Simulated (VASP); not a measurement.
# Si2C (P6/mmm) in VASP: a series of runs, part 2 of 2

VASP 6.6.1. Earlier steps stand in the parts before.

### Step 3. Single point, PBE

This run uses another cell than the first one, of 19.05 Å³/atom, 1.295 times its volume.

The input, INCAR:

```
SYSTEM = Si2C
ALGO = Normal
EDIFF = 1E-7
ENCUT = 520
GGA = PE
ISIF = 2
ISMEAR = 0
LASPH = .True.
LCHARG = .False.
LREAL = .False.
LWAVE = .False.
NBANDS = 21
NELM = 80
PREC = Accurate
SIGMA = 0.1
```

The input, KPOINTS:

```
k-points
0
Gamma
  6 6 2
  0 0 0
```

The input, POSCAR:

```
Si2C
1.0
    4.7203141141     -0.0000000037      0.0000000000
   -2.3601570538      4.0879119385      0.0000000000
    0.0000000000      0.0000000000      5.9249569272
Si C
4 2
Direct
    0.5000000000      0.0000000000      0.5000000000
    0.0000000000      0.5000000000      0.5000000000
    0.5000000000      0.5000000000      0.5000000000
    0.0000000000      0.0000000000      0.0000000000
    0.0000000000      0.0000000000      0.3000313910
    0.0000000000      0.0000000000      0.6999686090
```

Potentials or basis: VASP PAW PBE potentials, release 64 (Si, C).

On the command line:

```console
cat potpaw_PBE.64/Si/POTCAR potpaw_PBE.64/C/POTCAR > POTCAR
mpirun -np 1 vasp_std > vasp.out
```

It took 16 s on 1 thread of Intel Xeon 6975P-C (Granite Rapids), shared host; peak memory 0.23 GiB.

The run converged. Its results:

```
Free energy            : -28.9279 eV
Pressure               : -0.1 GPa
Largest force          : 0.030 eV/Å
Band gap on the k mesh : zero (band 12 reaches 5.40 eV, above the bottom of band 13 at 2.51 eV)
```

Forces in eV/Å, atoms in the order of the input:
```
Si   0.000  0.000  0.000
Si   0.000  0.000  0.000
Si   0.000  0.000  0.000
Si   0.000  0.000  0.000
C    0.000  0.000  0.030
C    0.000  0.000 -0.030
```

Stress tensor (GPa, compression positive):
```
-0.10  0.00  0.00
 0.00 -0.10  0.00
 0.00  0.00  0.01
```

Levels at points of the mesh, in eV from the Fermi level:
```tsv
k point	band 9	band 10	band 11	band 12	band 13	band 14	band 15	band 16
(0.00, 0.00, 0.00)	-3.69	-2.58	-1.05	-1.05	0.66	0.66	0.78	1.28
(0.50, 0.00, 0.00)	-1.60	-0.96	-0.52	-0.43	0.74	1.16	1.48	2.61
(0.00, 0.00, 0.50)	-3.66	-3.66	-2.11	-2.11	-1.74	2.63	2.63	3.04
(0.50, 0.00, 0.50)	-2.59	-1.07	-0.39	0.06	0.89	1.07	1.50	3.17
```

Caveat: the k points lie up to 0.53 Å⁻¹ apart.

### Step 4. Single point, PBE

This run uses another cell than the first one, of 19.24 Å³/atom, 1.307 times its volume.

The input, INCAR:

```
ALGO = Normal
EDIFF = 1E-6
ENCUT = 520
GGA = PE
ISIF = 2
ISMEAR = 0
LASPH = True
LCHARG = False
LREAL = False
LWAVE = False
NBANDS = 21
NELM = 80
PREC = Accurate
SIGMA = 0.1
```

The input, KPOINTS:

```
k-points
0
Gamma
  6 6 4
```

The input, POSCAR:

```
Si2C
1.0
    4.7484535938      0.0000000000      0.0000000000
   -2.3742267969      4.1122814409      0.0000000000
    0.0000000000      0.0000000000      5.9115386962
Si C
4 2
Direct
    0.5000000000      0.0000000000      0.5000000000
    0.0000000000      0.5000000000      0.5000000000
    0.5000000000      0.5000000000      0.5000000000
    0.0000000000      0.0000000000      0.0000000000
    0.0000000000      0.0000000000      0.3040516062
    0.0000000000      0.0000000000      0.6959483938
```

Potentials or basis: VASP PAW PBE potentials, release 64 (Si, C).

On the command line:

```console
cat potpaw_PBE.64/Si/POTCAR potpaw_PBE.64/C/POTCAR > POTCAR
mpirun -np 1 vasp_std > vasp.out
```

OUTCAR:

```text
EDIFF = 1E-6
   ENCUT = 520
   GGA = PE
   ISIF = 2
   ISMEAR = 0
   LASPH = True
   LREAL = False
   NELM = 80
   PREC = Accurate

 ion  position               nearest neighbor table
   1  0.500  0.000  0.500-   2 2.37   3 2.37   3 2.37   2 2.37
   2  0.000  0.500  0.500-   1 2.37   1 2.37   3 2.37   3 2.37
   3  0.500  0.500  0.500-   1 2.37   1 2.37   2 2.37   2 2.37
   4  0.000  0.000  0.000-   5 1.80   6 1.80
[... 707 lines left out ...]
  --------------------------------------------------------------------------------------
  -------------------------------------------------------------------------------------
  Total       -0.0295157     -0.0295157      0.0093329      0.0000000      0.0000000      0.0000000
  in kB       -0.4096640     -0.4096640      0.1295369      0.0000000      0.0000000      0.0000000
  external PRESSURE =      -0.2299303 kB  Pullay stress =       0.0000000 kB

 VOLUME and BASIS-vectors are now :
 -----------------------------------------------------------------------------
  energy-cutoff  :      520.00
  volume of cell :      115.43
      direct lattice vectors                 reciprocal lattice vectors
     4.748453594  0.000000000  0.000000000     0.210594877  0.121587009  0.000000000
    -2.374226797  4.112281441  0.000000000     0.000000000  0.243174018  0.000000000
     0.000000000  0.000000000  5.911538696     0.000000000  0.000000000  0.169160696

 POSITION                                       TOTAL-FORCE (eV/Angst)
 -----------------------------------------------------------------------------------
      2.37423      0.00000      2.95577         0.000000      0.000000      0.000000
     -1.18711      2.05614      2.95577         0.000000      0.000000      0.000000
      1.18711      2.05614      2.95577         0.000000      0.000000      0.000000
      0.00000      0.00000      0.00000         0.000000      0.000000      0.000000
      0.00000      0.00000      1.79741         0.000000      0.000000      0.030673
      0.00000      0.00000      4.11413        -0.000000     -0.000000     -0.030673
 -----------------------------------------------------------------------------------
    total drift:                               -0.000000     -0.000000      0.000000

  FREE ENERGIE OF THE ION-ELECTRON SYSTEM (eV)
  ---------------------------------------------------
  free  energy   TOTEN  =       -28.9085382823 eV

  energy  without entropy=      -28.9004653634  energy(sigma->0) =      -28.90450182
```

OSZICAR:

```text
N       E                     dE             d eps       ncg     rms          rms(c)
DAV:   1     0.660210928235E+02    0.66021E+02   -0.95051E+03   882   0.927E+02
DAV:   2    -0.243168893642E+02   -0.90338E+02   -0.86293E+02  1186   0.159E+02
DAV:   3    -0.314898328154E+02   -0.71729E+01   -0.70115E+01  1133   0.403E+01
DAV:   4    -0.316610285151E+02   -0.17120E+00   -0.17067E+00  1102   0.725E+00
DAV:   5    -0.316647358468E+02   -0.37073E-02   -0.37062E-02  1142   0.107E+00    0.101E+01
DAV:   6    -0.293515827345E+02    0.23132E+01   -0.14577E+01  1077   0.160E+01    0.558E+00
DAV:   7    -0.289856593287E+02    0.36592E+00   -0.20911E+00  1020   0.679E+00    0.284E+00
DAV:   8    -0.289193473961E+02    0.66312E-01   -0.43825E-01  1016   0.320E+00    0.750E-01
DAV:   9    -0.289070356780E+02    0.12312E-01   -0.63074E-02  1101   0.117E+00    0.226E-01
DAV:  10    -0.289080894964E+02   -0.10538E-02   -0.68811E-03  1030   0.410E-01    0.154E-01
DAV:  11    -0.289084399997E+02   -0.35050E-03   -0.71605E-04  1068   0.125E-01    0.424E-02
DAV:  12    -0.289085099818E+02   -0.69982E-04   -0.13185E-04   972   0.538E-02    0.201E-02
DAV:  13    -0.289085381871E+02   -0.28205E-04   -0.54131E-05  1012   0.315E-02    0.828E-03
DAV:  14    -0.289085382823E+02   -0.95135E-07   -0.21853E-06   978   0.756E-03
   1 F= -.28908538E+02 E0= -.28904502E+02  d E =-.807292E-02
```

Wall time 23 s (1 thread of Intel Xeon 6975P-C (Granite Rapids), shared host); peak memory 0.23 GiB.

What came out:

```yaml
Free_energy: -28.9085 eV
Pressure: 0.0 GPa
Largest_force: 0.031 eV/Å
Band_gap_on_the_k_mesh: zero (band 12 reaches 5.39 eV, above the bottom of band 13 at 2.43 eV)
```

Forces on the atoms (eV/Å):
```
Si   0.000  0.000  0.000
Si   0.000  0.000  0.000
Si   0.000  0.000  0.000
Si   0.000  0.000  0.000
C    0.000  0.000  0.031
C    0.000  0.000 -0.031
```

### Step 5. Overview

| cell | k mesh | gap on the mesh (eV) | pressure (GPa) | largest force (eV/Å) |
| --- | --- | --- | --- | --- |
| a = 3.681, b = 3.681, c = 7.524 Å, angles 90.0, 90.0, 120.0°, 6 atoms | 6 × 6 × 2 | none | 109.7 | 25.24 |
| a = 4.720, b = 4.720, c = 5.925 Å, angles 90.0, 90.0, 120.0°, 6 atoms | 6 × 6 × 2 | none | -0.1 | 0.03 |
| a = 4.748, b = 4.748, c = 5.912 Å, angles 90.0, 90.0, 120.0°, 6 atoms | 6 × 6 × 4 | none | 0.0 | 0.03 |

Alike in all rows: task single point; level PBE; potentials or basis VASP PAW PBE potentials, release 64 (Si, C); no spin polarisation; cutoff (eV) 520; smearing gaussian 0.1 eV.

Caveats: some runs use coarse meshes; forces of over 1 eV/Å act on the atoms, so gaps and moduli don't describe the material at rest (some runs).

Total energies depend on the potentials used, so only differences within one code and one set of settings carry meaning.
